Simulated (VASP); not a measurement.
# BaTiO3 in VASP: further runs

The runs below take BaTiO3 through electric field gradients, with PBE.

All numbers are computed with VASP 6.6.1; they aren't measurements. Logs are shortened: lines on timing, memory, paths and dates and some standing lists are left out, and cuts for length are marked.

### 1 The cell of the first run

The structure is cubic, space group Pm-3m (No. 221). The conventional cell has a = 3.925 Å, b = 3.925 Å, c = 3.925 Å, α = 90.00°, β = 90.00°, γ = 90.00°. Ba (site symmetry m-3m) has 12 O at 2.78 Å and 8 Ti at 3.40 Å within 3.7 Å. Ti (site symmetry m-3m) has 6 O at 1.96 Å within 2.6 Å. O (site symmetry 4/mmm) has 2 Ti at 1.96 Å within 2.6 Å.

### 2 Electric field gradients, PBE (12.10 Å³/atom)

INCAR

```
  PREC = Accurate
  ENCUT = 1000
  EDIFF = 1E-8
  ISMEAR = -1
  SIGMA = 0.05
  LREAL = False
  LASPH = True
  NELM = 120
  ALGO = Normal
  ISIF = 2
  LWAVE = False
  LCHARG = False
  GGA = PE
  LEFG = True
  NBANDS = 28
  GGA_COMPAT = False
```

KPOINTS

```
Automatic mesh
0
Gamma
  8 8 8
```

POSCAR

```
BaTiO3
1.0
    3.9254954135      0.0000000000      0.0000000000
    0.0000000000      3.9254954135      0.0000000000
    0.0000000000      0.0000000000      3.9254954135
Ba Ti O
1 1 3
Direct
    0.5000000000      0.5000000000      0.5000000000
    0.0000000000      0.0000000000      0.0000000000
    0.5000000000      0.0000000000      0.0000000000
    0.0000000000      0.5000000000      0.0000000000
    0.0000000000      0.0000000000      0.5000000000
```

Potentials or basis: VASP PAW PBE potentials, release 64 (Ba_sv, Ti_sv, O_h).

Launch:

```bash
$ cat potpaw_PBE.64/Ba_sv/POTCAR potpaw_PBE.64/Ti_sv/POTCAR potpaw_PBE.64/O_h/POTCAR > POTCAR
$ mpirun -np 1 vasp_std > vasp.out
```

OUTCAR:

```text
PREC = Accurate
   ENCUT = 1000
   EDIFF = 1E-8
   ISMEAR = -1
   LREAL = False
   LASPH = True
   NELM = 120
   ISIF = 2
   GGA = PE

 ion  position               nearest neighbor table
   1  0.500  0.500  0.500-   3 2.78   4 2.78   5 2.78   3 2.78   4 2.78   3 2.78   5 2.78   3 2.78
                             4 2.78   5 2.78   4 2.78   5 2.78   2 3.40   2 3.40   2 3.40   2 3.40
   2  0.000  0.000  0.000-   3 1.96   4 1.96   5 1.96   5 1.96   4 1.96   3 1.96   1 3.40   1 3.40
                             1 3.40   1 3.40   1 3.40   1 3.40   1 3.40   1 3.40
   3  0.500  0.000  0.000-   2 1.96   2 1.96   1 2.78   1 2.78   1 2.78   1 2.78
   4  0.000  0.500  0.000-   2 1.96   2 1.96   1 2.78   1 2.78   1 2.78   1 2.78
   5  0.000  0.000  0.500-   2 1.96   2 1.96   1 2.78   1 2.78   1 2.78   1 2.78

  LATTYP: Found a simple cubic cell.
 ALAT       =     3.9254954135

  Lattice vectors:

 A1 = (   3.9254954135,   0.0000000000,   0.0000000000)
 A2 = (   0.0000000000,   3.9254954135,   0.0000000000)
 A3 = (   0.0000000000,   0.0000000000,   3.9254954135)

Analysis of symmetry for initial positions (statically):
=====================================================================
 Subroutine PRICEL returns:
 Original cell was already a primitive cell.

 Routine SETGRP: Setting up the symmetry group for a
 simple cubic supercell.

 Subroutine GETGRP returns: Found 48 space group operations
 (whereof 48 operations were pure point group operations)
 out of a pool of 48 trial point group operations.

The static configuration has the point symmetry O_h .

Analysis of symmetry for dynamics (positions and initial velocities):
=====================================================================
 Subroutine PRICEL returns:
 Original cell was already a primitive cell.

 Routine SETGRP: Setting up the symmetry group for a
 simple cubic supercell.

 Subroutine GETGRP returns: Found 48 space group operations
 (whereof 48 operations were pure point group operations)
 out of a pool of 48 trial point group operations.

The dynamic configuration has the point symmetry O_h .

 Subroutine INISYM returns: Found 48 space group operations
 (whereof 48 operations are pure point group operations),
 and found     1 'primitive' translations

----------------------------------------------------------------------------------------

                                     Primitive cell

  volume of cell :      60.4900

  direct lattice vectors                    reciprocal lattice vectors
     3.925495414  0.000000000  0.000000000     0.254744916  0.000000000  0.000000000
     0.000000000  3.925495414  0.000000000     0.000000000  0.254744916  0.000000000
     0.000000000  0.000000000  3.925495414     0.000000000  0.000000000  0.254744916

  length of vectors
     3.925495414  3.925495414  3.925495414     0.254744916  0.254744916  0.254744916

  position of ions in fractional coordinates (direct lattice)
     0.500000000  0.500000000  0.500000000
     0.000000000  0.000000000  0.000000000
     0.500000000  0.000000000  0.000000000
     0.000000000  0.500000000  0.000000000
     0.000000000  0.000000000  0.500000000

  ion indices of the primitive-cell ions
   primitive index   ion index
                 1           1
                 2           2
                 3           3
                 4           4
                 5           5

----------------------------------------------------------------------------------------

 KPOINTS: Automatic mesh

Automatic generation of k-mesh.
 Grid dimensions read from file:
 generate k-points for:    8    8    8

 Generating k-lattice:

  Cartesian coordinates                     Fractional coordinates (reciprocal lattice)
[... 50 lines left out ...]
 SYSTEM =  unknown system
   PREC   = accura    normal or accurate (medium, high low for compatibility)
   ISTART =      0    job   : 0-new  1-cont  2-samecut
   ICHARG =      2    charge: 1-file 2-atom 10-const
   ISPIN  =      1    spin polarized calculation?
   LNONCOLLINEAR =      F non collinear calculations
   LSORBIT =      F    spin-orbit coupling
   LASPH  =      T    aspherical Exc in radial PAW
   ENCUT  = 1000.0 eV  73.50 Ry    8.57 a.u.  10.12 10.12 10.12*2*pi/ulx,y,z
   NELM   =    120;   NELMIN=  2; NELMDL= -5     # of ELM steps
   EDIFF  = 0.1E-07   stopping-criterion for ELM
   LREAL  =      F    real-space projection
   EDIFFG = 0.1E-06   stopping-criterion for IOM
   NSW    =      0    number of steps for IOM
   IBRION =     -1    ionic relax: 0-MD 1-quasi-New 2-CG
   NFREE  =      0    steps in history (QN), initial steepest desc. (CG)
   ISIF   =      2    stress and relaxation
   ISYM   =      2    0-nonsym 1-usesym 2-fastsym
   POTIM  = 0.5000    time-step for ionic-motion
   TEBEG  =    0.0;   TEEND  =   0.0 temperature during run
   PSTRESS=    0.0 pullay stress
   NELECT =      40.0000    total number of electrons
   NUPDOWN=      -1.0000    fix difference up-down
   EMIN   =  10.00;   EMAX   =-10.00  energy-range for DOS
   EFERMI =   0.00;   METHOD = LEGACY
   ISMEAR =    -1;   SIGMA  =   0.05  broadening in eV -4-tet -1-fermi 0-gaus
   EFERMI_NEDOS =   21; number of points for ismear=-14 and -15
   IALGO  =     38    algorithm
   IMIX   =      4    mixing-type and parameters
     AMIX     =   0.40;   BMIX     =  1.00
     AMIX_MAG =   1.60;   BMIX_MAG =  1.00
  volume/ion in A,a.u.               =      12.10        81.64
  Fermi-wavevector in a.u.,A,eV,Ry     =   1.426265  2.695251 27.677421  2.034233
  Thomas-Fermi vector in A             =   2.546561
   LORBIT       =      0    0 simple, 1 ext, 2 COOP (PROOUT), +10 PAW based schemes
   GGA     = PE    functional components
   LHFCALC =     F    Hartree Fock is set to
   AEXX    =    0.0000 exact exchange contribution
   IVDW    =     0    specifies the selected vdW correction
   LEPSILON=     F    determine dielectric tensor
   LRPA    =     F    only Hartree local field effects (RPA)
 non-spin polarized calculation
  energy-cutoff  :     1000.00
  volume of cell :       60.49
 maximum number of plane-waves:      4385
   NGX = 21   NGY = 21   NGZ = 21

 number of electron      40.0000013 magnetization

 Free energy of the ion-electron system (eV)
  ---------------------------------------------------
  ext. energy  EPLUGINS =         0.00000000
  ---------------------------------------------------
  free energy    TOTEN  =       -39.77486138 eV

  energy without entropy =      -39.77486138  energy(sigma->0) =      -39.77486138

 E-fermi :   5.6164     XC(G=0): -11.5744

 val. band max:        4.6738084896   @ k =   0.5000   0.5000   0.5000
 cond. band min:       6.5377525181   @ k =   0.0000   0.0000   0.0000
 fundamental gap:      1.8639440285
 Fermi energy:         5.6164480630

 k-point     1 :       0.0000    0.0000    0.0000
  band No.  band energies     occupation
      1     -51.7111      2.00000
      2     -27.9565      2.00000
      3     -27.9565      2.00000
      4     -27.9565      2.00000
      5     -20.0139      2.00000
      6     -12.3426      2.00000
[... 733 lines left out ...]
     27      13.1922      0.00000
     28      14.0889      0.00000

 [... further k-points ...]

------------------------ aborting loop because EDIFF is reached ----------------------------------------

  FORCE on cell =-STRESS in cart. coord.  units (eV):
  Direction    XX          YY          ZZ          XY          YZ          ZX
  --------------------------------------------------------------------------------------
  -------------------------------------------------------------------------------------
  Total        5.9775234      5.9775234      5.9775234     -0.0000000      0.0000000     -0.0000000
  in kB      158.3246167    158.3246167    158.3246167     -0.0000000      0.0000000     -0.0000000
  external PRESSURE =     158.3246167 kB  Pullay stress =       0.0000000 kB

 VOLUME and BASIS-vectors are now :
 -----------------------------------------------------------------------------
  energy-cutoff  :     1000.00
  volume of cell :       60.49
      direct lattice vectors                 reciprocal lattice vectors
     3.925495414  0.000000000  0.000000000     0.254744916  0.000000000  0.000000000
     0.000000000  3.925495414  0.000000000     0.000000000  0.254744916  0.000000000
     0.000000000  0.000000000  3.925495414     0.000000000  0.000000000  0.254744916

 POSITION                                       TOTAL-FORCE (eV/Angst)
 -----------------------------------------------------------------------------------
      1.96275      1.96275      1.96275         0.000000      0.000000      0.000000
      0.00000      0.00000      0.00000         0.000000      0.000000      0.000000
      1.96275      0.00000      0.00000         0.000000      0.000000      0.000000
      0.00000      1.96275      0.00000         0.000000      0.000000      0.000000
      0.00000      0.00000      1.96275         0.000000      0.000000      0.000000
 -----------------------------------------------------------------------------------
    total drift:                                0.000000      0.000000     -0.000000

  FREE ENERGIE OF THE ION-ELECTRON SYSTEM (eV)
  ---------------------------------------------------
  free  energy   TOTEN  =       -39.7748613847 eV

  energy  without entropy=      -39.7748613840  energy(sigma->0) =      -39.77486138

 Electric field gradients (V/A^2)
---------------------------------------------------------------------
 ion       V_xx      V_yy      V_zz      V_xy      V_xz      V_yz
---------------------------------------------------------------------
   1      -0.000     0.000    -0.000     0.000    -0.000     0.000
   2       0.000     0.000    -0.000    -0.000    -0.000    -0.000
   3      19.787    -9.894    -9.894     0.000    -0.000    -0.000
   4      -9.894    19.787    -9.894     0.000     0.000    -0.000
   5      -9.894    -9.894    19.787    -0.000     0.000    -0.000
---------------------------------------------------------------------

 Electric field gradients after diagonalization (V/A^2)
 (convention: |V_zz| > |V_xx| > |V_yy|)
----------------------------------------------------------------------
 ion       V_xx      V_yy      V_zz     asymmetry (V_yy - V_xx)/ V_zz
----------------------------------------------------------------------
   1       0.000    -0.000    -0.000       0.478
   2      -0.000     0.000     0.000       0.830
   3      -9.894    -9.894    19.787       0.000
   4      -9.894    -9.894    19.787       0.000
   5      -9.894    -9.894    19.787       0.000
----------------------------------------------------------------------

           NMR quadrupolar parameters

 Cq : quadrupolar parameter    Cq=e*Q*V_zz/h
 eta: asymmetry parameters     (V_yy - V_xx)/ V_zz
 Q  : nuclear electric quadrupole moment in mb (millibarn)
----------------------------------------------------------------------
 ion       Cq(MHz)       eta       Q (mb)
----------------------------------------------------------------------
   1      -0.000       0.478       1.000
   2       0.000       0.830       1.000
   3       0.048       0.000       1.000
   4       0.048       0.000       1.000
   5       0.048       0.000       1.000
----------------------------------------------------------------------
```

Wall time 94 s (1 thread of Intel Xeon 6975P-C (Granite Rapids), shared host); peak memory 0.35 GiB.

What came out:

```yaml
Free_energy: -39.7749 eV
Pressure: 15.8 GPa
Band_gap_on_the_k_mesh: 1.86 eV (least direct gap 1.95 eV)
Largest_electric_field_gradient_by_atom: Ba +0.0; Ti -0.0; O +19.8 V/Å²
```

Electric field gradients, principal values (V/Å²):
| atom | least | middle | greatest (by size) |
| --- | --- | --- | --- |
| 1 Ba | 0.000 | 0.000 | 0.000 |
| 2 Ti | 0.000 | 0.000 | 0.000 |
| 3 O | -9.894 | -9.894 | 19.787 |
| 4 O | -9.894 | -9.894 | 19.787 |
| 5 O | -9.894 | -9.894 | 19.787 |

Caveat: the cell stands under pressure; without QUAD_EFG the Cq values of the log hold for a quadrupole moment of 1 mb, not for the nuclei; spin-orbit coupling is left out, which moves the levels of the heavy elements.

### 3 Electric field gradients, PBE (zz strain of -2 %)

INCAR

```
ALGO = Normal
EDIFF = 1E-8
ENCUT = 1000
GGA = PE
GGA_COMPAT = False
ISIF = 2
ISMEAR = -1
LASPH = True
LCHARG = False
LEFG = True
LREAL = False
LWAVE = False
NBANDS = 28
NELM = 120
PREC = Accurate
SIGMA = 0.05
```

KPOINTS

```
k-points
0
Gamma
  8 8 8
```

POSCAR: that of step 2 with these lines changed.

```diff
@@ -2,5 +2,5 @@
 1.0
-    3.9254954135      0.0000000000      0.0000000000
-    0.0000000000      3.9254954135      0.0000000000
-    0.0000000000      0.0000000000      3.9254954135
+    4.0073000000      0.0000000000      0.0000000000
+    0.0000000000      4.0073000000      0.0000000000
+    0.0000000000      0.0000000000      3.9271540000
 Ba Ti O
```

Potentials or basis: VASP PAW PBE potentials, release 64 (Ba_sv, Ti_sv, O_h).

Launch:

```bash
$ cat potpaw_PBE.64/Ba_sv/POTCAR potpaw_PBE.64/Ti_sv/POTCAR potpaw_PBE.64/O_h/POTCAR > POTCAR
$ mpirun -np 1 vasp_std > vasp.out
```

OUTCAR:

```text
EDIFF = 1E-8
   ENCUT = 1000
   GGA = PE
   ISIF = 2
   ISMEAR = -1
   LASPH = True
   LREAL = False
   NELM = 120
   PREC = Accurate

 ion  position               nearest neighbor table
   1  0.500  0.500  0.500-   3 2.81   4 2.81   3 2.81   4 2.81   3 2.81   3 2.81   4 2.81   4 2.81
                             5 2.83   5 2.83   5 2.83   5 2.83   2 3.45   2 3.45   2 3.45   2 3.45
   2  0.000  0.000  0.000-   5 1.96   5 1.96   3 2.00   4 2.00   4 2.00   3 2.00   1 3.45   1 3.45
                             1 3.45   1 3.45   1 3.45   1 3.45   1 3.45   1 3.45
   3  0.500  0.000  0.000-   2 2.00   2 2.00   1 2.81   1 2.81   1 2.81   1 2.81
   4  0.000  0.500  0.000-   2 2.00   2 2.00   1 2.81   1 2.81   1 2.81   1 2.81
   5  0.000  0.000  0.500-   2 1.96   2 1.96   1 2.83   1 2.83   1 2.83   1 2.83

  LATTYP: Found a simple tetragonal cell.
 ALAT       =     4.0073000000
 C/A-ratio  =     0.9800000000

  Lattice vectors:

 A1 = (   4.0073000000,   0.0000000000,   0.0000000000)
 A2 = (   0.0000000000,   4.0073000000,   0.0000000000)
 A3 = (   0.0000000000,   0.0000000000,   3.9271540000)

Analysis of symmetry for initial positions (statically):
=====================================================================
 Subroutine PRICEL returns:
 Original cell was already a primitive cell.

 Routine SETGRP: Setting up the symmetry group for a
 simple tetragonal supercell.

 Subroutine GETGRP returns: Found 16 space group operations
 (whereof 16 operations were pure point group operations)
 out of a pool of 16 trial point group operations.

The static configuration has the point symmetry D_4h.

[... 924 lines left out ...]
  -------------------------------------------------------------------------------------
  Total        2.2088935      2.2088935      3.9611877      0.0000000      0.0000000      0.0000000
  in kB       56.1181975     56.1181975    100.6362298      0.0000000      0.0000000      0.0000000
  external PRESSURE =      70.9575416 kB  Pullay stress =       0.0000000 kB

 VOLUME and BASIS-vectors are now :
 -----------------------------------------------------------------------------
  energy-cutoff  :     1000.00
  volume of cell :       63.06
      direct lattice vectors                 reciprocal lattice vectors
     4.007300000  0.000000000  0.000000000     0.249544581  0.000000000  0.000000000
     0.000000000  4.007300000  0.000000000     0.000000000  0.249544581  0.000000000
     0.000000000  0.000000000  3.927154000     0.000000000  0.000000000  0.254637328

 POSITION                                       TOTAL-FORCE (eV/Angst)
 -----------------------------------------------------------------------------------
      2.00365      2.00365      1.96358         0.000000      0.000000      0.000000
      0.00000      0.00000      0.00000         0.000000      0.000000      0.000000
      2.00365      0.00000      0.00000         0.000000      0.000000      0.000000
      0.00000      2.00365      0.00000         0.000000      0.000000      0.000000
      0.00000      0.00000      1.96358         0.000000      0.000000      0.000000
 -----------------------------------------------------------------------------------
    total drift:                                0.000000      0.000000     -0.000000

  FREE ENERGIE OF THE ION-ELECTRON SYSTEM (eV)
  ---------------------------------------------------
  free  energy   TOTEN  =       -39.9448035218 eV

  energy  without entropy=      -39.9448035201  energy(sigma->0) =      -39.94480352

 Electric field gradients (V/A^2)
---------------------------------------------------------------------
 ion       V_xx      V_yy      V_zz      V_xy      V_xz      V_yz
---------------------------------------------------------------------
   1       1.195     1.195    -2.391    -0.000     0.000    -0.000
   2       9.206     9.206   -18.412     0.000     0.000     0.000
   3      26.630   -10.010   -16.620     0.000    -0.000     0.000
   4     -10.010    26.630   -16.620     0.000     0.000    -0.000
   5      -8.556    -8.556    17.112     0.000    -0.000     0.000
---------------------------------------------------------------------

 Electric field gradients after diagonalization (V/A^2)
 (convention: |V_zz| > |V_xx| > |V_yy|)
----------------------------------------------------------------------
 ion       V_xx      V_yy      V_zz     asymmetry (V_yy - V_xx)/ V_zz
----------------------------------------------------------------------
   1       1.195     1.195    -2.391       0.000
   2       9.206     9.206   -18.412       0.000
   3     -16.620   -10.010    26.630       0.248
   4     -16.620   -10.010    26.630       0.248
   5      -8.556    -8.556    17.112       0.000
----------------------------------------------------------------------

           NMR quadrupolar parameters

 Cq : quadrupolar parameter    Cq=e*Q*V_zz/h
 eta: asymmetry parameters     (V_yy - V_xx)/ V_zz
 Q  : nuclear electric quadrupole moment in mb (millibarn)
----------------------------------------------------------------------
 ion       Cq(MHz)       eta       Q (mb)
----------------------------------------------------------------------
   1      -0.006       0.000       1.000
   2      -0.045       0.000       1.000
   3       0.064       0.248       1.000
   4       0.064       0.248       1.000
   5       0.041       0.000       1.000
----------------------------------------------------------------------
```

stdout:

```text
POSCAR found type information on POSCAR BaTiO
 POSCAR found :  3 types and       5 ions
 scaLAPACK will be used
 LDA part: xc-table for (Slater+PW92), standard interpolation
 POSCAR, INCAR and KPOINTS ok, starting setup
 FFT: planning ... GRIDC
 FFT: planning ... GRID_SOFT
 FFT: planning ... GRID
 WAVECAR not read
 entering main loop
ion   1

ion   2

ion   3

ion   4

ion   5
```

It took 7.2 min on 1 thread of Intel Xeon Platinum 8259CL at 2.50GHz (Skylake/Cascade Lake), shared host; peak memory 0.51 GiB.

What came out:

```
Free energy                             : -39.9448 eV
Pressure                                : 7.1 GPa
Band gap on the k mesh                  : 1.74 eV (least direct gap 1.87 eV)
Largest electric field gradient by atom : Ba -2.4; Ti -18.4; O +26.6, +17.1 (each value once) V/Å²
```

Levels at points of the mesh, in eV from the valence-band top:
```
           k point  band 18  band 19  band 20  band 21  band 22  band 23
(0.00, 0.00, 0.00)    -0.15    -0.15    -0.13     1.74     1.78     1.78
(0.50, 0.00, 0.00)    -1.79    -0.73    -0.71     1.94     3.49     3.50
(0.50, 0.50, 0.00)    -1.00    -1.00    -0.15     3.51     3.51     3.91
(0.00, 0.00, 0.50)    -1.94    -0.74    -0.74     1.92     3.67     3.67
(0.50, 0.00, 0.50)    -0.83    -0.82    -0.10     3.50     3.68     4.03
(0.50, 0.50, 0.50)    -0.05     0.00     0.00     4.18     4.29     4.29
```

Electric field gradients, principal values (V/Å²):
| atom | least | middle | greatest (by size) |
| --- | --- | --- | --- |
| 1 Ba | 1.195 | 1.195 | -2.391 |
| 2 Ti | 9.206 | 9.206 | -18.412 |
| 3 O | -10.010 | -16.620 | 26.630 |
| 4 O | -10.010 | -16.620 | 26.630 |
| 5 O | -8.556 | -8.556 | 17.112 |

Caveat: the cell differs from its parent crystal (zz strain of -2 %); the cell stands under pressure; without QUAD_EFG the Cq values of the log hold for a quadrupole moment of 1 mb, not for the nuclei; spin-orbit coupling is left out, which moves the levels of the heavy elements. A k mesh can miss the band edges.
